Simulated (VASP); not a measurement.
# Bi4Te3 (R-3m) in VASP: single point with PBE

Aim: the single point of Bi4Te3 with PBE.

Program: VASP 6.6.1. These are calculated values, not measurements. Logs are shortened: lines on timing, memory, paths and dates and some standing lists are left out, and cuts for length are marked.

### 1 The cell of the first run

Symmetry: R-3m, No. 166, trigonal system. Conventional cell: a = 4.507 Å, b = 4.507 Å, c = 43.010 Å, α = 90.00°, β = 90.00°, γ = 120.00°. Bi (site symmetry 3m) has 6 Te at 3.11 to 3.29 Å within 4.1 Å. Within 4.1 Å of Bi (site symmetry 3m) lie 3 Bi at 3.09 Å and 3 Te at 3.69 Å. Within 4.3 Å of Te (site symmetry -3m) lie 6 Bi at 3.29 Å. Te (site symmetry 3m) has 6 Bi at 3.11 to 3.69 Å within 4.1 Å.

### 2 Single point, PBE

The input, INCAR:

```
SYSTEM = Bi4Te3
ALGO = Normal
EDIFF = 1E-6
ENCUT = 520
GGA = PE
ISIF = 2
ISMEAR = 0
LASPH = .True.
LCHARG = .True.
LELF = .True.
LREAL = .False.
LVHAR = .True.
LWAVE = .False.
NBANDS = 48
NELM = 100
PREC = Accurate
SIGMA = 0.2
```

The input, KPOINTS:

```
k-points
0
Gamma
  6 6 6
  0 0 0
```

The input, POSCAR:

```
Bi4Te3
1.0
   -2.2535919224      3.9033357091      0.0000000000
   -4.5071838448      0.0000000000      0.0000000000
   -2.2535919224      1.3011119030     14.3367928325
Bi Te
4 3
Direct
    0.2865256789      0.2865256789      0.1404229632
    0.7134743211      0.7134743211      0.8595770368
    0.8526347505      0.8526347505      0.4420957485
    0.1473652495      0.1473652495      0.5579042515
    1.0000000000      1.0000000000      0.0000000000
    0.5802198967      0.5802198967      0.2593403098
    0.4197801033      0.4197801033      0.7406596902
```

Potentials or basis: VASP PAW PBE potentials, release 64 (Bi_d, Te).

Started as:

```sh
> cat potpaw_PBE.64/Bi_d/POTCAR potpaw_PBE.64/Te/POTCAR > POTCAR
> mpirun -np 1 vasp_std > vasp.out
```

OUTCAR:

```text
SYSTEM = Bi4Te3
   EDIFF = 1E-6
   ENCUT = 520
   GGA = PE
   ISIF = 2
   ISMEAR = 0
   LASPH = .True.
   LREAL = .False.
   NELM = 100
   PREC = Accurate

 ion  position               nearest neighbor table
   1  0.287  0.287  0.140-   6 3.11   6 3.11   6 3.11   5 3.29   5 3.29   5 3.29
   2  0.713  0.713  0.860-   7 3.11   7 3.11   7 3.11   5 3.29   5 3.29   5 3.29
   3  0.853  0.853  0.442-   4 3.09   4 3.09   4 3.09   6 3.69   6 3.69   6 3.69
   4  0.147  0.147  0.558-   3 3.09   3 3.09   3 3.09   7 3.69   7 3.69   7 3.69
   5  0.000  0.000  0.000-   1 3.29   2 3.29   2 3.29   1 3.29   1 3.29   2 3.29
   6  0.580  0.580  0.259-   1 3.11   1 3.11   1 3.11   3 3.69   3 3.69   3 3.69
   7  0.420  0.420  0.741-   2 3.11   2 3.11   2 3.11   4 3.69   4 3.69   4 3.69

  LATTYP: Found a trigonal (rhomboedric) cell.
 ALAT       =    14.5710396835
 COS(alpha) =     0.9521590860

  Lattice vectors:

 A1 = (  -0.0000000000,  -2.6022238061,  14.3367928325)
 A2 = (   2.2535919224,   1.3011119030,  14.3367928325)
 A3 = (  -2.2535919224,   1.3011119030,  14.3367928325)

Analysis of symmetry for initial positions (statically):
=====================================================================
 Subroutine PRICEL returns:
 Original cell was already a primitive cell.

 Routine SETGRP: Setting up the symmetry group for a
 trigonal (rhombohedral) supercell.

 Subroutine GETGRP returns: Found 12 space group operations
 (whereof 12 operations were pure point group operations)
 out of a pool of 12 trial point group operations.

The static configuration has the point symmetry D_3d.

Analysis of symmetry for dynamics (positions and initial velocities):
=====================================================================
 Subroutine PRICEL returns:
 Original cell was already a primitive cell.

 Routine SETGRP: Setting up the symmetry group for a
 trigonal (rhombohedral) supercell.

 Subroutine GETGRP returns: Found 12 space group operations
 (whereof 12 operations were pure point group operations)
 out of a pool of 12 trial point group operations.

The dynamic configuration has the point symmetry D_3d.

 Subroutine INISYM returns: Found 12 space group operations
 (whereof 12 operations are pure point group operations),
 and found     1 'primitive' translations

----------------------------------------------------------------------------------------

                                     Primitive cell

  volume of cell :     252.2279

  direct lattice vectors                    reciprocal lattice vectors
    -2.253591922  3.903335709  0.000000000     0.000000000  0.256191134 -0.023250202
    -4.507183845  0.000000000  0.000000000    -0.221868030 -0.128095567 -0.023250202
    -2.253591922  1.301111903 14.336792833     0.000000000  0.000000000  0.069750607

  length of vectors
     4.507183845  4.507183845 14.571039684     0.257243987  0.257243987  0.069750607

  position of ions in fractional coordinates (direct lattice)
     0.286525679  0.286525679  0.140422963
     0.713474321  0.713474321  0.859577037
     0.852634751  0.852634751  0.442095749
     0.147365249  0.147365249  0.557904251
     0.000000000  0.000000000  0.000000000
     0.580219897  0.580219897  0.259340310
     0.419780103  0.419780103  0.740659690

  ion indices of the primitive-cell ions
   primitive index   ion index
                 1           1
                 2           2
                 3           3
                 4           4
                 5           5
                 6           6
                 7           7

----------------------------------------------------------------------------------------

 KPOINTS: k-points

Automatic generation of k-mesh.
 Grid dimensions read from file:
 generate k-points for:    6    6    6

 Generating k-lattice:

  Cartesian coordinates                     Fractional coordinates (reciprocal lattice)
     0.000000000  0.042698522 -0.003875034     0.166666667  0.000000000  0.000000000
    -0.036978005 -0.021349261 -0.003875034    -0.000000000  0.166666667  0.000000000
     0.000000000  0.000000000  0.011625101     0.000000000  0.000000000  0.166666667

  Length of vectors
     0.042873998  0.042873998  0.011625101

  Shift w.r.t. Gamma in fractional coordinates (k-lattice)
     0.000000000  0.000000000  0.000000000

 Subroutine IBZKPT returns following result:
 ===========================================

 Found     32 irreducible k-points:

 Following reciprocal coordinates:
            Coordinates               Weight
  0.000000  0.000000  0.000000      1.000000
  0.166667  0.000000 -0.000000      6.000000
  0.333333  0.000000  0.000000      6.000000
  0.500000  0.000000  0.000000      3.000000
  0.166667  0.166667  0.000000      6.000000
  0.333333  0.166667 -0.000000     12.000000
[... 16 lines left out ...]
 -0.166667  0.500000  0.166667     12.000000
 -0.333333 -0.333333  0.166667      6.000000
 [... further k-points ...]
   k-points           NKPTS =     32   k-points in BZ     NKDIM =     32   number of bands    NBANDS=     48
   number of dos      NEDOS =    301   number of ions     NIONS =      7
   total plane-waves  NPLWV = 139968
   dimension x,y,z NGX =    36 NGY =   36 NGZ =  108
   dimension x,y,z NGXF=    72 NGYF=   72 NGZF=  216
   ions per type =               4   3
   NGX,Y,Z   is equivalent  to a cutoff of  13.28, 13.28, 12.32 a.u.
   NGXF,Y,Z  is equivalent  to a cutoff of  26.56, 26.56, 24.64 a.u.
 SYSTEM =  Bi4Te3
   PREC   = accura    normal or accurate (medium, high low for compatibility)
   ISTART =      0    job   : 0-new  1-cont  2-samecut
   ICHARG =      2    charge: 1-file 2-atom 10-const
   ISPIN  =      1    spin polarized calculation?
   LNONCOLLINEAR =      F non collinear calculations
   LSORBIT =      F    spin-orbit coupling
   LASPH  =      T    aspherical Exc in radial PAW
   ENCUT  =  520.0 eV  38.22 Ry    6.18 a.u.   8.38  8.38 27.09*2*pi/ulx,y,z
   NELM   =    100;   NELMIN=  2; NELMDL= -5     # of ELM steps
   EDIFF  = 0.1E-05   stopping-criterion for ELM
   LREAL  =      F    real-space projection
   EDIFFG = 0.1E-04   stopping-criterion for IOM
   NSW    =      0    number of steps for IOM
   IBRION =     -1    ionic relax: 0-MD 1-quasi-New 2-CG
   NFREE  =      0    steps in history (QN), initial steepest desc. (CG)
   ISIF   =      2    stress and relaxation
   ISYM   =      2    0-nonsym 1-usesym 2-fastsym
   POTIM  = 0.5000    time-step for ionic-motion
   TEBEG  =    0.0;   TEEND  =   0.0 temperature during run
   PSTRESS=    0.0 pullay stress
   NELECT =      78.0000    total number of electrons
   NUPDOWN=      -1.0000    fix difference up-down
   EMIN   =  10.00;   EMAX   =-10.00  energy-range for DOS
   EFERMI =   0.00;   METHOD = LEGACY
   ISMEAR =     0;   SIGMA  =   0.20  broadening in eV -4-tet -1-fermi 0-gaus
   EFERMI_NEDOS =   21; number of points for ismear=-14 and -15
   IALGO  =     38    algorithm
   IMIX   =      4    mixing-type and parameters
     AMIX     =   0.40;   BMIX     =  1.00
     AMIX_MAG =   1.60;   BMIX_MAG =  1.00
  volume/ion in A,a.u.               =      36.03       243.16
  Fermi-wavevector in a.u.,A,eV,Ry     =   1.107071  2.092060 16.675371  1.225605
  Thomas-Fermi vector in A             =   2.243580
   LORBIT       =      0    0 simple, 1 ext, 2 COOP (PROOUT), +10 PAW based schemes
   GGA     = PE    functional components
   LHFCALC =     F    Hartree Fock is set to
   AEXX    =    0.0000 exact exchange contribution
   IVDW    =     0    specifies the selected vdW correction
   LEPSILON=     F    determine dielectric tensor
   LRPA    =     F    only Hartree local field effects (RPA)
 non-spin polarized calculation
 Gauss-broadening in eV      SIGMA  =   0.20
  energy-cutoff  :      520.00
  volume of cell :      252.23
 maximum number of plane-waves:      6860
 NGX is ok and might be reduce to    36
   NGX = 17   NGY = 17   NGZ = 55

 number of electron      77.9999985 magnetization

 Free energy of the ion-electron system (eV)
  ---------------------------------------------------
  ext. energy  EPLUGINS =         0.00000000
  ---------------------------------------------------
  free energy    TOTEN  =       -26.20271862 eV

  energy without entropy =      -26.19276826  energy(sigma->0) =      -26.19774344

 E-fermi :   5.8963     XC(G=0):  -9.1510

 val. band max:        5.8109088971   @ k =  -0.1667   0.0000   0.1667
 cond. band min:       6.0337240823   @ k =   0.5000   0.5000   0.0000
 fundamental gap:      0.2228151853
 Fermi energy:         5.8963491110

 k-point     1 :       0.0000    0.0000    0.0000
  band No.  band energies     occupation
      1     -17.6197      2.00000
      2     -17.6197      2.00000
      3     -17.6186      2.00000
      4     -17.6186      2.00000
      5     -17.6059      2.00000
      6     -17.6055      2.00000
[... 40 lines left out ...]
     47       8.1889      0.00000
     48       8.1889      0.00000

 k-point     2 :       0.1667    0.0000   -0.0000
  band No.  band energies     occupation
      1     -17.6208      2.00000
      2     -17.6195      2.00000
      3     -17.6173      2.00000
      4     -17.6162      2.00000
      5     -17.6071      2.00000
      6     -17.6059      2.00000
[... 40 lines left out ...]
     47       8.4392      0.00000
     48       8.8095      0.00000

 k-point     3 :       0.3333    0.0000    0.0000
  band No.  band energies     occupation
      1     -17.6237      2.00000
      2     -17.6220      2.00000
      3     -17.6130      2.00000
      4     -17.6119      2.00000
      5     -17.6098      2.00000
      6     -17.6080      2.00000
[... 40 lines left out ...]
     47       9.1347      0.00000
     48       9.1973      0.00000

 k-point     4 :       0.5000    0.0000    0.0000
  band No.  band energies     occupation
      1     -17.6254      2.00000
      2     -17.6234      2.00000
      3     -17.6115      2.00000
      4     -17.6110      2.00000
      5     -17.6101      2.00000
      6     -17.6090      2.00000
[... 958 lines left out ...]
     47       9.3327      0.00000
     48       9.6489      0.00000

 k-point    23 :      -0.1667    0.5000    0.1667
  band No.  band energies     occupation
      1     -17.6227      2.00000
      2     -17.6212      2.00000
      3     -17.6136      2.00000
      4     -17.6122      2.00000
      5     -17.6098      2.00000
      6     -17.6082      2.00000
[... 40 lines left out ...]
     47       9.5145      0.00000
     48       9.5997      0.00000

 k-point    24 :      -0.3333   -0.3333    0.1667
  band No.  band energies     occupation
      1     -17.6237      2.00000
      2     -17.6220      2.00000
      3     -17.6130      2.00000
      4     -17.6119      2.00000
      5     -17.6098      2.00000
      6     -17.6080      2.00000
[... 40 lines left out ...]
     47       9.2252      0.00000
     48       9.4060      0.00000

 [... further k-points ...]
[... 5 lines left out ...]
  --------------------------------------------------------------------------------------
  -------------------------------------------------------------------------------------
  Total       -0.0608878     -0.0608878     -0.1547440      0.0000000      0.0000000      0.0000000
  in kB       -0.3867653     -0.3867653     -0.9829496      0.0000000      0.0000000      0.0000000
  external PRESSURE =      -0.5854934 kB  Pullay stress =       0.0000000 kB

 VOLUME and BASIS-vectors are now :
 -----------------------------------------------------------------------------
  energy-cutoff  :      520.00
  volume of cell :      252.23
      direct lattice vectors                 reciprocal lattice vectors
    -2.253591922  3.903335709  0.000000000     0.000000000  0.256191134 -0.023250202
    -4.507183845  0.000000000  0.000000000    -0.221868030 -0.128095567 -0.023250202
    -2.253591922  1.301111903 14.336792833     0.000000000  0.000000000  0.069750607

 POSITION                                       TOTAL-FORCE (eV/Angst)
 -----------------------------------------------------------------------------------
     -2.25359      1.30111      2.01321         0.000000     -0.000000      0.016468
     -6.76078      3.90334     12.32358        -0.000000      0.000000     -0.016468
     -6.76078      3.90334      6.33824         0.000000     -0.000000      0.000325
     -2.25359      1.30111      7.99856         0.000000      0.000000     -0.000325
      0.00000      0.00000      0.00000         0.000000      0.000000     -0.000000
     -4.50718      2.60222      3.71811         0.000000     -0.000000      0.002586
     -4.50718      2.60222     10.61868        -0.000000      0.000000     -0.002586
 -----------------------------------------------------------------------------------
    total drift:                               -0.000000      0.000000      0.000000

  FREE ENERGIE OF THE ION-ELECTRON SYSTEM (eV)
  ---------------------------------------------------
  free  energy   TOTEN  =       -26.2027186175 eV

  energy  without entropy=      -26.1927682642  energy(sigma->0) =      -26.19774344
```

Run time: 8.1 min. Hardware: 1 thread of Oxide Virtual Turin-like, shared host; peak memory 0.52 GiB.

What came out:

| Property | Result |
| --- | --- |
| Free energy | -26.2027 eV |
| Pressure | -0.1 GPa |
| Largest force | 0.016 eV/Å |
| Band gap on the k mesh | 0.22 eV, indirect (least direct gap 0.25 eV) |

Forces in eV/Å, atoms in the order of the input:
```
Bi   0.000  0.000  0.016
Bi   0.000  0.000 -0.016
Bi   0.000  0.000  0.000
Bi   0.000  0.000  0.000
Te   0.000  0.000  0.000
Te   0.000  0.000  0.003
Te   0.000  0.000 -0.003
```

Caveat: spin-orbit coupling is left out, which moves the levels of the heavy elements. A k mesh can miss the band edges.
